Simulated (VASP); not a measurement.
# Ti (P6/mmm) in VASP: a series of runs

Ti is run at these levels: PBEsol; tasks: single point.

Everything below comes from runs of VASP 6.6.1. Logs are shortened: lines on timing, memory, paths and dates and some standing lists are left out, and cuts for length are marked.

**1. The cell of the first run**

It takes space group P6/mmm (No. 191, hexagonal). Conventional cell: a = 4.238 Å, b = 4.238 Å, c = 2.646 Å, α = 90.00°, β = 90.00°, γ = 120.00°. Within 3.2 Å of Ti (site symmetry -6m2) lie 11 Ti at 2.45 to 2.78 Å. Ti (site symmetry 6/mmm) has 14 Ti at 2.65 to 2.78 Å within 3.5 Å.

This isn't the form of Ti at room conditions, which is hcp.

**2. Single point, PBEsol**

File INCAR:

```
PREC = Accurate ; ENCUT = 520
EDIFF = 1E-6 ; ISMEAR = -1
SIGMA = 0.05 ; LREAL = F
LASPH = T ; NELM = 80
ALGO = Normal ; ISIF = 2
LWAVE = F ; LCHARG = F
GGA = PS ; NBANDS = 25
```

File KPOINTS:

```
regular mesh
0
Gamma
  7 7 9
```

File POSCAR:

```
Ti
1.0
    4.2376328291      0.0000000000      0.0000000000
   -2.1188164145      3.6698976819      0.0000000000
    0.0000000000      0.0000000000      2.6463910371
Ti
3
Direct
    0.6666666667      0.3333333333      0.5000000000
    0.3333333333      0.6666666667      0.5000000000
    0.0000000000      0.0000000000      0.0000000000
```

Potentials or basis: VASP PAW PBE potentials, release 64 (Ti_sv).

Run with:

```sh
> cat potpaw_PBE.64/Ti_sv/POTCAR > POTCAR
> mpirun -np 1 vasp_std > vasp.out
```

OUTCAR:

```text
PREC = Accurate
   ENCUT = 520
   EDIFF = 1E-6
   ISMEAR = -1
   LREAL = F
   LASPH = T
   NELM = 80
   ISIF = 2
   GGA = PS

 ion  position               nearest neighbor table
   1  0.667  0.333  0.500-   2 2.45   2 2.45   2 2.45   3 2.78   3 2.78   3 2.78   3 2.78   3 2.78
                             3 2.78
   2  0.333  0.667  0.500-   1 2.45   1 2.45   1 2.45   3 2.78   3 2.78   3 2.78   3 2.78   3 2.78
                             3 2.78
   3  0.000  0.000  0.000-   1 2.78   2 2.78   1 2.78   2 2.78   2 2.78   2 2.78   1 2.78   1 2.78
                             1 2.78   1 2.78   2 2.78   2 2.78

  LATTYP: Found a hexagonal cell.
 ALAT       =     4.2376328291
 C/A-ratio  =     0.6244974833

  Lattice vectors:

 A1 = (   4.2376328291,   0.0000000000,   0.0000000000)
 A2 = (  -2.1188164145,   3.6698976819,   0.0000000000)
 A3 = (   0.0000000000,   0.0000000000,   2.6463910371)

Analysis of symmetry for initial positions (statically):
=====================================================================
 Subroutine PRICEL returns:
 Original cell was already a primitive cell.

 Routine SETGRP: Setting up the symmetry group for a
 hexagonal supercell.

 Subroutine GETGRP returns: Found 24 space group operations
 (whereof 24 operations were pure point group operations)
 out of a pool of 24 trial point group operations.

The static configuration has the point symmetry D_6h.

Analysis of symmetry for dynamics (positions and initial velocities):
=====================================================================
 Subroutine PRICEL returns:
 Original cell was already a primitive cell.

 Routine SETGRP: Setting up the symmetry group for a
 hexagonal supercell.

 Subroutine GETGRP returns: Found 24 space group operations
 (whereof 24 operations were pure point group operations)
 out of a pool of 24 trial point group operations.

The dynamic configuration has the point symmetry D_6h.

 Subroutine INISYM returns: Found 24 space group operations
 (whereof 24 operations are pure point group operations),
 and found     1 'primitive' translations

----------------------------------------------------------------------------------------

                                     Primitive cell

  volume of cell :      41.1558

[... 84 lines left out ...]
   ISPIN  =      1    spin polarized calculation?
   LNONCOLLINEAR =      F non collinear calculations
   LSORBIT =      F    spin-orbit coupling
   LASPH  =      T    aspherical Exc in radial PAW
   ENCUT  =  520.0 eV  38.22 Ry    6.18 a.u.   7.88  7.88  4.92*2*pi/ulx,y,z
   NELM   =     80;   NELMIN=  2; NELMDL= -5     # of ELM steps
   EDIFF  = 0.1E-05   stopping-criterion for ELM
   LREAL  =      F    real-space projection
   EDIFFG = 0.1E-04   stopping-criterion for IOM
   NSW    =      0    number of steps for IOM
   IBRION =     -1    ionic relax: 0-MD 1-quasi-New 2-CG
   NFREE  =      0    steps in history (QN), initial steepest desc. (CG)
   ISIF   =      2    stress and relaxation
   ISYM   =      2    0-nonsym 1-usesym 2-fastsym
   POTIM  = 0.5000    time-step for ionic-motion
   TEBEG  =    0.0;   TEEND  =   0.0 temperature during run
   PSTRESS=    0.0 pullay stress
   NELECT =      36.0000    total number of electrons
   NUPDOWN=      -1.0000    fix difference up-down
   EMIN   =  10.00;   EMAX   =-10.00  energy-range for DOS
   EFERMI =   0.00;   METHOD = LEGACY
   ISMEAR =    -1;   SIGMA  =   0.05  broadening in eV -4-tet -1-fermi 0-gaus
   EFERMI_NEDOS =   21; number of points for ismear=-14 and -15
   IALGO  =     38    algorithm
   IMIX   =      4    mixing-type and parameters
     AMIX     =   0.40;   BMIX     =  1.00
     AMIX_MAG =   1.60;   BMIX_MAG =  1.00
  volume/ion in A,a.u.               =      13.72        92.58
  Fermi-wavevector in a.u.,A,eV,Ry     =   1.565664  2.958676 33.352012  2.451304
  Thomas-Fermi vector in A             =   2.668107
   LORBIT       =      0    0 simple, 1 ext, 2 COOP (PROOUT), +10 PAW based schemes
   GGA     = PS    functional components
   LHFCALC =     F    Hartree Fock is set to
   AEXX    =    0.0000 exact exchange contribution
   IVDW    =     0    specifies the selected vdW correction
   LEPSILON=     F    determine dielectric tensor
   LRPA    =     F    only Hartree local field effects (RPA)
 non-spin polarized calculation
  energy-cutoff  :      520.00
  volume of cell :       41.16
 maximum number of plane-waves:      1125
 NGX is ok and might be reduce to    32
   NGX = 15   NGY = 15   NGZ =  9

 number of electron      35.9999992 magnetization

 Free energy of the ion-electron system (eV)
  ---------------------------------------------------
  ext. energy  EPLUGINS =         0.00000000
  ---------------------------------------------------
  free energy    TOTEN  =       -24.41363972 eV

  energy without entropy =      -24.38889518  energy(sigma->0) =      -24.40126745

 E-fermi :  10.8304     XC(G=0): -12.8120

 val. band max:       10.8272916305   @ k =   0.2857   0.1429   0.1111
 cond. band min:      10.8368473657   @ k =   0.4286   0.1429   0.3333
 fundamental gap:      0.0095557352
 Fermi energy:        10.8303696848

 k-point     1 :       0.0000    0.0000    0.0000
  band No.  band energies     occupation
      1     -45.4833      2.00000
      2     -45.1697      2.00000
      3     -44.8760      2.00000
      4     -22.0589      2.00000
      5     -22.0589      2.00000
      6     -21.9633      2.00000
[... 661 lines left out ...]
     24      14.0992      0.00000
     25      14.2201      0.00000

 [... further k-points ...]

------------------------ aborting loop because EDIFF is reached ----------------------------------------

  FORCE on cell =-STRESS in cart. coord.  units (eV):
  Direction    XX          YY          ZZ          XY          YZ          ZX
  --------------------------------------------------------------------------------------
  -------------------------------------------------------------------------------------
  Total        7.5712322      7.5712322      7.5573916      0.0000000      0.0000000      0.0000000
  in kB      294.7445971    294.7445971    294.2057867      0.0000000      0.0000000      0.0000000
  external PRESSURE =     294.5649936 kB  Pullay stress =       0.0000000 kB

 VOLUME and BASIS-vectors are now :
 -----------------------------------------------------------------------------
  energy-cutoff  :      520.00
  volume of cell :       41.16
      direct lattice vectors                 reciprocal lattice vectors
     4.237632829  0.000000000  0.000000000     0.235980804  0.136243580  0.000000000
    -2.118816414  3.669897682  0.000000000     0.000000000  0.272487161  0.000000000
     0.000000000  0.000000000  2.646391037     0.000000000  0.000000000  0.377873106

 POSITION                                       TOTAL-FORCE (eV/Angst)
 -----------------------------------------------------------------------------------
      2.11882      1.22330      1.32320         0.000000     -0.000000      0.000000
     -0.00000      2.44660      1.32320        -0.000000      0.000000      0.000000
      0.00000      0.00000      0.00000        -0.000000      0.000000      0.000000
 -----------------------------------------------------------------------------------
    total drift:                               -0.000000      0.000000      0.000000

  FREE ENERGIE OF THE ION-ELECTRON SYSTEM (eV)
  ---------------------------------------------------
  free  energy   TOTEN  =       -24.4136397167 eV

  energy  without entropy=      -24.3888951794  energy(sigma->0) =      -24.40126745
```

stdout:

```text
POSCAR found type information on POSCAR Ti
 POSCAR found :  1 types and       3 ions
 scaLAPACK will be used
 -----------------------------------------------------------------------------
|                                                                             |
|                                                                             |
|     You enforced a specific xc type in the INCAR file but a different       |
|     I HOPE YOU KNOW WHAT YOU ARE DOING!                                     |
|                                                                             |
 -----------------------------------------------------------------------------

 LDA part: xc-table for (Slater+PW92), standard interpolation
 POSCAR, INCAR and KPOINTS ok, starting setup
 FFT: planning ... GRIDC
 FFT: planning ... GRID_SOFT
 FFT: planning ... GRID
 WAVECAR not read
 entering main loop
```

Wall time 46 s (1 thread of Intel Xeon Platinum 8259CL at 2.50GHz (Skylake/Cascade Lake), shared host); peak memory 0.16 GiB.

What came out:

| Item | Value |
| --- | --- |
| Free energy | -24.4136 eV |
| Pressure | 29.5 GPa |
| Band gap on the k mesh | zero (bands 18 and 19 overlap by 0.48 eV) |

Caveat: the cell stands under pressure; the PAW data sets were made with another functional, which shifts forces and pressure a little.

**3. Single point, PBEsol**

This run uses another cell than the first one, of 14.43 Å³/atom.

File INCAR:

```
SYSTEM = Ti
ALGO = Normal ; EDIFF = 1E-7
ENCUT = 520 ; GGA = PS
ISIF = 2 ; ISMEAR = -1
LASPH = .True. ; LCHARG = .False.
LREAL = .False. ; LWAVE = .False.
NBANDS = 25 ; NELM = 100
PREC = Accurate ; SIGMA = 0.05
```

File KPOINTS:

```
k-points
0
Gamma
  7 7 9
  0 0 0
```

File POSCAR:

```
Ti
1.0
    4.3125758185      0.0000000000      0.0000000000
   -2.1562879092      3.7348002146      0.0000000000
    0.0000000000      0.0000000000      2.6868017789
Ti
3
Direct
    0.6666666667      0.3333333333      0.5000000000
    0.3333333333      0.6666666667      0.5000000000
    0.0000000000      0.0000000000      0.0000000000
```

Potentials or basis: VASP PAW PBE potentials, release 64 (Ti_sv).

Run with:

```sh
> cat potpaw_PBE.64/Ti_sv/POTCAR > POTCAR
> mpirun -np 1 vasp_std > vasp.out
```

OUTCAR:

```text
SYSTEM = Ti
   EDIFF = 1E-7
   ENCUT = 520
   GGA = PS
   ISIF = 2
   ISMEAR = -1
   LASPH = .True.
   LREAL = .False.
   NELM = 100
   PREC = Accurate

 ion  position               nearest neighbor table
   1  0.667  0.333  0.500-   2 2.49   2 2.49   2 2.49   3 2.83   3 2.83   3 2.83   3 2.83   3 2.83
                             3 2.83
   2  0.333  0.667  0.500-   1 2.49   1 2.49   1 2.49   3 2.83   3 2.83   3 2.83   3 2.83   3 2.83
                             3 2.83
   3  0.000  0.000  0.000-   1 2.83   2 2.83   1 2.83   2 2.83   1 2.83   1 2.83   2 2.83   2 2.83
[... 872 lines left out ...]
  --------------------------------------------------------------------------------------
  -------------------------------------------------------------------------------------
  Total        5.2717667      5.2717667      5.2659955      0.0000000      0.0000000      0.0000000
  in kB      195.1762708    195.1762708    194.9626060      0.0000000      0.0000000      0.0000000
  external PRESSURE =     195.1050492 kB  Pullay stress =       0.0000000 kB

 VOLUME and BASIS-vectors are now :
 -----------------------------------------------------------------------------
  energy-cutoff  :      520.00
  volume of cell :       43.28
      direct lattice vectors                 reciprocal lattice vectors
     4.312575819  0.000000000  0.000000000     0.231879981  0.133875970  0.000000000
    -2.156287909  3.734800215  0.000000000     0.000000000  0.267751939  0.000000000
     0.000000000  0.000000000  2.686801779     0.000000000  0.000000000  0.372189719

 POSITION                                       TOTAL-FORCE (eV/Angst)
 -----------------------------------------------------------------------------------
      2.15629      1.24493      1.34340         0.000000     -0.000000      0.000000
     -0.00000      2.48987      1.34340        -0.000000      0.000000     -0.000000
      0.00000      0.00000      0.00000         0.000000     -0.000000      0.000000
 -----------------------------------------------------------------------------------
    total drift:                               -0.000000      0.000000      0.000000

  FREE ENERGIE OF THE ION-ELECTRON SYSTEM (eV)
  ---------------------------------------------------
  free  energy   TOTEN  =       -24.7358921475 eV

  energy  without entropy=      -24.7120785846  energy(sigma->0) =      -24.72398537
```

OSZICAR:

```text
N       E                     dE             d eps       ncg     rms          rms(c)
DAV:   1     0.429039123653E+03    0.42904E+03   -0.18598E+04  2000   0.186E+03
DAV:   2     0.215995549018E+02   -0.40744E+03   -0.39993E+03  2002   0.521E+02
DAV:   3    -0.241978489604E+02   -0.45797E+02   -0.44538E+02  3706   0.150E+02
DAV:   4    -0.272630099994E+02   -0.30652E+01   -0.30522E+01  2716   0.372E+01
DAV:   5    -0.273938553126E+02   -0.13085E+00   -0.13076E+00  3170   0.648E+00    0.190E+01
DAV:   6    -0.247162435794E+02    0.26776E+01   -0.87908E+00  2623   0.309E+01    0.566E+00
DAV:   7    -0.247805406721E+02   -0.64297E-01   -0.22488E+00  2963   0.142E+01    0.372E+00
DAV:   8    -0.246967360697E+02    0.83805E-01   -0.91912E-01  3029   0.103E+01    0.251E+00
DAV:   9    -0.247522323502E+02   -0.55496E-01   -0.44104E-01  2699   0.745E+00    0.108E+00
DAV:  10    -0.247349635887E+02    0.17269E-01   -0.97836E-02  2695   0.389E+00    0.110E-01
DAV:  11    -0.247358138316E+02   -0.85024E-03   -0.90347E-03  2781   0.847E-01    0.169E-01
DAV:  12    -0.247359207943E+02   -0.10696E-03   -0.73451E-04  2646   0.234E-01    0.711E-02
DAV:  13    -0.247358938550E+02    0.26939E-04   -0.13128E-04  2875   0.113E-01    0.233E-02
DAV:  14    -0.247358920894E+02    0.17656E-05   -0.20711E-05  2280   0.466E-02    0.529E-03
DAV:  15    -0.247358919201E+02    0.16920E-06   -0.13255E-06  3005   0.107E-02    0.311E-03
DAV:  16    -0.247358921094E+02   -0.18922E-06   -0.26079E-07  1926   0.427E-03    0.782E-04
DAV:  17    -0.247358921475E+02   -0.38123E-07   -0.30224E-08  1168   0.145E-03
   1 F= -.24735892E+02 E0= -.24723985E+02  d E =-.238136E-01
```

stdout:

```text
POSCAR found type information on POSCAR Ti
 POSCAR found :  1 types and       3 ions
 scaLAPACK will be used
 -----------------------------------------------------------------------------
|                                                                             |
|                                                                             |
|     You enforced a specific xc type in the INCAR file but a different       |
|     I HOPE YOU KNOW WHAT YOU ARE DOING!                                     |
|                                                                             |
 -----------------------------------------------------------------------------

 LDA part: xc-table for (Slater+PW92), standard interpolation
 POSCAR, INCAR and KPOINTS ok, starting setup
 FFT: planning ... GRIDC
 FFT: planning ... GRID_SOFT
 FFT: planning ... GRID
 WAVECAR not read
 entering main loop
```

It took 48 s on 1 thread of Intel Xeon Platinum 8259CL at 2.50GHz (Skylake/Cascade Lake), shared host; peak memory 0.17 GiB.

Results:

* Free energy: -24.7359 eV
* Pressure: 19.5 GPa
* Band gap on the k mesh: zero (bands 18 and 19 overlap by 0.43 eV)

Caveat: the cell stands under pressure; the PAW data sets were made with another functional, which shifts forces and pressure a little.

**4. Single point, PBEsol**

This run uses another cell than the first one, of 15.30 Å³/atom.

File INCAR:

```
PREC = Accurate ; ENCUT = 520
EDIFF = 1E-7 ; ISMEAR = -1
SIGMA = 0.05 ; LREAL = F
LASPH = T ; NELM = 100
ALGO = Normal ; ISIF = 2
LWAVE = F ; LCHARG = T
GGA = PS ; LELF = T
LVHAR = T ; NBANDS = 25
```

File KPOINTS:

```
regular mesh
0
Gamma
  7 7 9
```

File POSCAR:

```
Ti
1.0
    4.4021572666      0.0000000000      0.0000000000
   -2.2010786333      3.8123800243      0.0000000000
    0.0000000000      0.0000000000      2.7357179223
Ti
3
Direct
    0.6666666667      0.3333333333      0.5000000000
    0.3333333333      0.6666666667      0.5000000000
    0.0000000000      0.0000000000      0.0000000000
```

Run with:

```sh
> cat potpaw_PBE.64/Ti_sv/POTCAR > POTCAR
> mpirun -np 1 vasp_std > vasp.out
```

Wall time 53 s (1 thread of Intel Xeon Platinum 8259CL at 2.50GHz (Skylake/Cascade Lake), shared host); peak memory 0.18 GiB.

It converged, with:

```yaml
Free_energy: -24.9736 eV
Pressure: 9.6 GPa
Band_gap_on_the_k_mesh: zero (bands 18 and 19 overlap by 0.37 eV)
```

Levels at points of the mesh, in eV from the Fermi level:
```csv
k point,band 15,band 16,band 17,band 18,band 19,band 20,band 21,band 22
"(0.00, 0.00, 0.00)",-0.72,-0.72,-0.63,-0.63,0.01,0.76,1.43,1.43
```

Caveat: the cell stands under pressure; the PAW data sets were made with another functional, which shifts forces and pressure a little.

**5. Single point, PBEsol**

This run uses another cell than the first one, of 15.84 Å³/atom.

File INCAR:

```
  PREC = Accurate
  ENCUT = 520
  EDIFF = 1E-7
  ISMEAR = -1
  SIGMA = 0.05
  LREAL = False
  LASPH = True
  NELM = 100
  ALGO = Normal
  ISIF = 2
  LWAVE = False
  LCHARG = False
  GGA = PS
  NBANDS = 25
```

File KPOINTS:

```
Automatic mesh
0
Gamma
  7 7 9
```

File POSCAR:

```
Ti
1.0
    4.4553297700      0.0000000000      0.0000000000
   -2.2276648850      3.8584287630      0.0000000000
    0.0000000000      0.0000000000      2.7644950495
Ti
3
Direct
    0.6666666667      0.3333333333      0.5000000000
    0.3333333333      0.6666666667      0.5000000000
    0.0000000000      0.0000000000      0.0000000000
```

Run with:

```sh
> cat potpaw_PBE.64/Ti_sv/POTCAR > POTCAR
> mpirun -np 1 vasp_std > vasp.out
```

Run time: 66 s. Hardware: 1 thread of Intel Xeon Platinum 8259CL at 2.50GHz (Skylake/Cascade Lake), shared host; peak memory 0.19 GiB.

Results (log left out):

```yaml
Free_energy: -25.0454 eV
Pressure: 4.7 GPa
Band_gap_on_the_k_mesh: zero (bands 18 and 19 overlap by 0.33 eV)
```

Levels at points of the mesh, in eV from the Fermi level:
| k point | band 16 | band 17 | band 18 | band 19 | band 20 | band 21 |
| --- | --- | --- | --- | --- | --- | --- |
| (0.00, 0.00, 0.00) | -0.72 | -0.62 | -0.62 | -0.01 | 0.74 | 1.39 |

Caveat: the cell stands under pressure; the PAW data sets were made with another functional, which shifts forces and pressure a little.

**6. Summary**

```tsv
cell	gap on the mesh (eV)	pressure (GPa)
a = 4.238, b = 4.238, c = 2.646 Å, angles 90.0, 90.0, 120.0°, 3 atoms	none	29.5
a = 4.313, b = 4.313, c = 2.687 Å, angles 90.0, 90.0, 120.0°, 3 atoms	none	19.5
a = 4.402, b = 4.402, c = 2.736 Å, angles 90.0, 90.0, 120.0°, 3 atoms	none	9.6
a = 4.455, b = 4.455, c = 2.764 Å, angles 90.0, 90.0, 120.0°, 3 atoms	none	4.7
```

Alike in all rows: task single point; level PBEsol; potentials or basis VASP PAW PBE potentials, release 64 (Ti_sv); no spin polarisation; k mesh 7 × 7 × 9; cutoff (eV) 520; smearing fermi-dirac 0.05 eV.

Caveats: the cell stands under pressure; the PAW data sets were made with another functional, which shifts forces and pressure a little.

Absolute energies hang on the potentials; compare differences alone.
